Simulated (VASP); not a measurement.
# SiNi (Pmmn) in VASP: further runs, part 2 of 2

VASP 6.6.1. Earlier steps stand in the parts before.

## 3. Electric field gradients, LDA, collinear spin, ferromagnetic start (equal xx and yy strain of +1 %)

INCAR

```
SYSTEM = SiNi
PREC     = Accurate       ! precision mode
ENCUT    = 520            ! plane-wave cutoff, eV
EDIFF    = 1E-8           ! SCF threshold, eV
ISMEAR   = -1             ! smearing method
SIGMA    = 0.05           ! smearing width, eV
LREAL    = .False.        ! projectors in reciprocal space
LASPH    = .True.         ! aspherical terms in the spheres
NELM     = 200            ! most SCF steps
ALGO     = Normal         ! electronic algorithm
ISIF     = 2              ! what is computed and relaxed
LWAVE    = .False.        ! write WAVECAR
LCHARG   = .False.        ! write CHGCAR
ISPIN    = 2              ! spin polarisation
MAGMOM   = 0 0 1.5 1.5    ! initial moments
LORBIT   = 11             ! projections on sites
LMAXMIX  = 4              ! l up to which the mixer works
LEFG     = .True.       
NBANDS   = 26             ! bands
GGA_COMPAT= .False.
```

KPOINTS

```
regular mesh
0
Gamma
  11 10 7
  0 0 0
```

POSCAR

```
SiNi
1.0
    3.0568862000      0.0000000000      0.0000000000
    0.0000000000      3.3062350000      0.0000000000
    0.0000000000      0.0000000000      4.6977600000
Si Ni
2 2
Direct
    0.5000000000      0.5000000000      0.8423000000
    0.0000000000      0.0000000000      0.1577000000
    0.5000000000      0.5000000000      0.3442200000
    0.0000000000      0.0000000000      0.6557800000
```

Potentials or basis: VASP PAW LDA potentials, release 64 (Si, Ni).

On the command line:

```sh
$ cat potpaw_LDA.64/Si/POTCAR potpaw_LDA.64/Ni/POTCAR > POTCAR
$ mpirun -np 1 vasp_std > vasp.out
```

OUTCAR:

```text
SYSTEM = SiNi
   PREC = Accurate
   ENCUT = 520
   EDIFF = 1E-8
   ISMEAR = -1
   LREAL = .False.
   LASPH = .True.
   NELM = 200
   ISIF = 2
   ISPIN = 2
   LORBIT = 11

 ion  position               nearest neighbor table
   1  0.500  0.500  0.842-   3 2.34   3 2.36   4 2.42   4 2.42   4 2.42   4 2.42   2 2.70   2 2.70
                             2 2.70   2 2.70
   2  0.000  0.000  0.158-   4 2.34   4 2.36   3 2.42   3 2.42   3 2.42   3 2.42   1 2.70   1 2.70
                             1 2.70   1 2.70
   3  0.500  0.500  0.344-   1 2.34   1 2.36   2 2.42   2 2.42   2 2.42   2 2.42   4 2.69   4 2.69
                             4 2.69   4 2.69
   4  0.000  0.000  0.656-   2 2.34   2 2.36   1 2.42   1 2.42   1 2.42   1 2.42   3 2.69   3 2.69
                             3 2.69   3 2.69

  LATTYP: Found a simple orthorhombic cell.
 ALAT       =     3.0568862000
 B/A-ratio  =     1.0815695396
 C/A-ratio  =     1.5367794850

  Lattice vectors:

 A1 = (   3.0568862000,   0.0000000000,   0.0000000000)
 A2 = (   0.0000000000,   3.3062350000,   0.0000000000)
 A3 = (   0.0000000000,   0.0000000000,   4.6977600000)

Analysis of symmetry for initial positions (statically):
=====================================================================
 Subroutine PRICEL returns:
 Original cell was already a primitive cell.

 Routine SETGRP: Setting up the symmetry group for a
 simple orthorhombic supercell.

 Subroutine GETGRP returns: Found  8 space group operations
 (whereof  4 operations were pure point group operations)
 out of a pool of  8 trial point group operations.

The static configuration has the point symmetry C_2v.
 The point group associated with its full space group is D_2h.

Analysis of symmetry for dynamics (positions and initial velocities):
=====================================================================
 Subroutine PRICEL returns:
 Original cell was already a primitive cell.

 Routine SETGRP: Setting up the symmetry group for a
 simple orthorhombic supercell.

 Subroutine GETGRP returns: Found  8 space group operations
 (whereof  4 operations were pure point group operations)
 out of a pool of  8 trial point group operations.

The dynamic configuration has the point symmetry C_2v.
 The point group associated with its full space group is D_2h.

Analysis of structural, dynamic, and magnetic symmetry:
=====================================================================
 Subroutine PRICEL returns:
 Original cell was already a primitive cell.

 Routine SETGRP: Setting up the symmetry group for a
 simple orthorhombic supercell.

 Subroutine GETGRP returns: Found  8 space group operations
 (whereof  4 operations were pure point group operations)
 out of a pool of  8 trial point group operations.

The overall configuration has the point symmetry C_2v.
 The point group associated with its full space group is D_2h.

 Subroutine INISYM returns: Found  8 space group operations
 (whereof  4 operations are pure point group operations),
 and found     1 'primitive' translations

----------------------------------------------------------------------------------------

                                     Primitive cell

  volume of cell :      47.4792

[... 141 lines left out ...]

 E-fermi :  10.7737     XC(G=0): -12.5549

 val. band max:       10.7710468609   @ k =   0.3636   0.5000   0.4286
 cond. band min:      10.7750790729   @ k =   0.0909   0.2000   0.4286
 fundamental gap:      0.0040322119
 Fermi energy:        10.7737201858

 spin component 1

 k-point     1 :       0.0000    0.0000    0.0000
  band No.  band energies     occupation
      1      -2.7546      1.00000
      2       2.9163      1.00000
      3       4.5926      1.00000
      4       6.8216      1.00000
      5       7.3451      1.00000
      6       7.8751      1.00000
[... 685 lines left out ...]
     25      26.5166      0.00000
     26      27.0789      0.00000

 [... further k-points ...]

 spin component 2

 k-point     1 :       0.0000    0.0000    0.0000
  band No.  band energies     occupation
      1      -2.7546      1.00000
      2       2.9163      1.00000
      3       4.5926      1.00000
      4       6.8216      1.00000
      5       7.3451      1.00000
      6       7.8751      1.00000
[... 685 lines left out ...]
     25      26.5166      0.00000
     26      27.0789      0.00000

 [... further k-points ...]

------------------------ aborting loop because EDIFF is reached ----------------------------------------

  FORCE on cell =-STRESS in cart. coord.  units (eV):
  Direction    XX          YY          ZZ          XY          YZ          ZX
  --------------------------------------------------------------------------------------
  -------------------------------------------------------------------------------------
  Total       -3.4219298     -3.7687430     -3.7650909      0.0000000      0.0000000      0.0000000
  in kB     -115.4723108   -127.1754532   -127.0522133      0.0000000      0.0000000      0.0000000
  external PRESSURE =    -123.2333258 kB  Pullay stress =       0.0000000 kB

 VOLUME and BASIS-vectors are now :
 -----------------------------------------------------------------------------
  energy-cutoff  :      520.00
  volume of cell :       47.48
      direct lattice vectors                 reciprocal lattice vectors
     3.056886200  0.000000000  0.000000000     0.327130267  0.000000000  0.000000000
     0.000000000  3.306235000  0.000000000     0.000000000  0.302458839  0.000000000
     0.000000000  0.000000000  4.697760000     0.000000000  0.000000000  0.212867409

 POSITION                                       TOTAL-FORCE (eV/Angst)
 -----------------------------------------------------------------------------------
      1.52844      1.65312      3.95692         0.000000      0.000000     -0.189012
      0.00000      0.00000      0.74084         0.000000      0.000000      0.189012
      1.52844      1.65312      1.61706         0.000000      0.000000     -0.172799
      0.00000      0.00000      3.08070         0.000000      0.000000      0.172799
 -----------------------------------------------------------------------------------
    total drift:                                0.000000      0.000000     -0.000000

  FREE ENERGIE OF THE ION-ELECTRON SYSTEM (eV)
  ---------------------------------------------------
  free  energy   TOTEN  =       -27.1768420963 eV

  energy  without entropy=      -27.1650901944  energy(sigma->0) =      -27.17096615

 Electric field gradients (V/A^2)
---------------------------------------------------------------------
 ion       V_xx      V_yy      V_zz      V_xy      V_xz      V_yz
---------------------------------------------------------------------
   1      26.532    10.630   -37.162     0.000     0.000     0.000
   2      26.532    10.630   -37.162     0.000    -0.000     0.000
   3       7.353     8.972   -16.325     0.000    -0.000    -0.000
   4       7.353     8.972   -16.325    -0.000    -0.000    -0.000
---------------------------------------------------------------------

 Electric field gradients after diagonalization (V/A^2)
 (convention: |V_zz| > |V_xx| > |V_yy|)
----------------------------------------------------------------------
 ion       V_xx      V_yy      V_zz     asymmetry (V_yy - V_xx)/ V_zz
----------------------------------------------------------------------
   1      26.532    10.630   -37.162       0.428
   2      26.532    10.630   -37.162       0.428
   3       8.972     7.353   -16.325       0.099
   4       8.972     7.353   -16.325       0.099
----------------------------------------------------------------------

           NMR quadrupolar parameters

 Cq : quadrupolar parameter    Cq=e*Q*V_zz/h
 eta: asymmetry parameters     (V_yy - V_xx)/ V_zz
 Q  : nuclear electric quadrupole moment in mb (millibarn)
----------------------------------------------------------------------
 ion       Cq(MHz)       eta       Q (mb)
----------------------------------------------------------------------
   1      -0.090       0.428       1.000
   2      -0.090       0.428       1.000
   3      -0.039       0.099       1.000
   4      -0.039       0.099       1.000
----------------------------------------------------------------------

 total charge

# of ion       s       p       d       tot
------------------------------------------
    1        0.758   0.845   0.000   1.603
    2        0.758   0.845   0.000   1.603
    3        0.471   0.579   8.469   9.520
    4        0.471   0.579   8.469   9.520
--------------------------------------------------
tot          2.459   2.848  16.939  22.245

 magnetization (x)

# of ion       s       p       d       tot
------------------------------------------
    1       -0.000  -0.000   0.000  -0.000
    2       -0.000  -0.000   0.000  -0.000
    3        0.000   0.000  -0.000  -0.000
    4        0.000   0.000  -0.000  -0.000
--------------------------------------------------
tot         -0.000  -0.000  -0.000  -0.000
```

It took 9.9 min on 1 thread of Oxide Virtual Turin-like, shared host; peak memory 0.31 GiB.

What came out:

| Property | Result |
| --- | --- |
| Free energy | -27.1768 eV |
| Pressure | -12.3 GPa |
| Largest force | 0.189 eV/Å |
| Band gap on the k mesh | zero (filled and empty bands overlap) |
| Net moment | 0.00 μB per cell |
| Largest electric field gradient by atom | Si -37.2; Ni -16.3 V/Å² |
| Valence electrons inside the program's atomic spheres | Si 1.60; Ni 9.52 |

Forces in eV/Å, atoms in the order of the input:
```
Si   0.000  0.000 -0.189
Si   0.000  0.000  0.189
Ni   0.000  0.000 -0.173
Ni   0.000  0.000  0.173
```

Stress tensor (GPa, compression positive):
```
-11.55   0.00   0.00
  0.00 -12.72   0.00
  0.00   0.00 -12.71
```

Levels at points of the mesh, in eV from the Fermi level:
Spin up:
| k point | band 11 | band 12 | band 13 | band 14 | band 15 | band 16 | band 17 | band 18 |
| --- | --- | --- | --- | --- | --- | --- | --- | --- |
| (0.00, 0.00, 0.00) | -2.25 | -1.91 | -1.90 | -1.06 | 0.71 | 2.81 | 5.11 | 5.27 |
| (0.00, 0.50, 0.00) | -2.16 | -2.16 | -1.98 | -1.98 | 1.27 | 1.27 | 4.44 | 4.44 |
Spin down:
| k point | band 11 | band 12 | band 13 | band 14 | band 15 | band 16 | band 17 | band 18 |
| --- | --- | --- | --- | --- | --- | --- | --- | --- |
| (0.00, 0.00, 0.00) | -2.25 | -1.91 | -1.90 | -1.06 | 0.71 | 2.81 | 5.11 | 5.27 |
| (0.00, 0.50, 0.00) | -2.16 | -2.16 | -1.98 | -1.98 | 1.27 | 1.27 | 4.44 | 4.44 |

Electric field gradients, principal values (V/Å²):
| atom | least | middle | greatest (by size) |
| --- | --- | --- | --- |
| 1 Si | 10.630 | 26.532 | -37.162 |
| 2 Si | 10.630 | 26.532 | -37.162 |
| 3 Ni | 7.353 | 8.972 | -16.325 |
| 4 Ni | 7.353 | 8.972 | -16.325 |

Caveat: the cell differs from its parent crystal (equal xx and yy strain of +1 %); the cell stands under tension; the moments typed at the start vanished in this run; without QUAD_EFG the Cq values of the log hold for a quadrupole moment of 1 mb, not for the nuclei.

The gap in the log of VASP goes by the Fermi energy; the results here count the filled bands.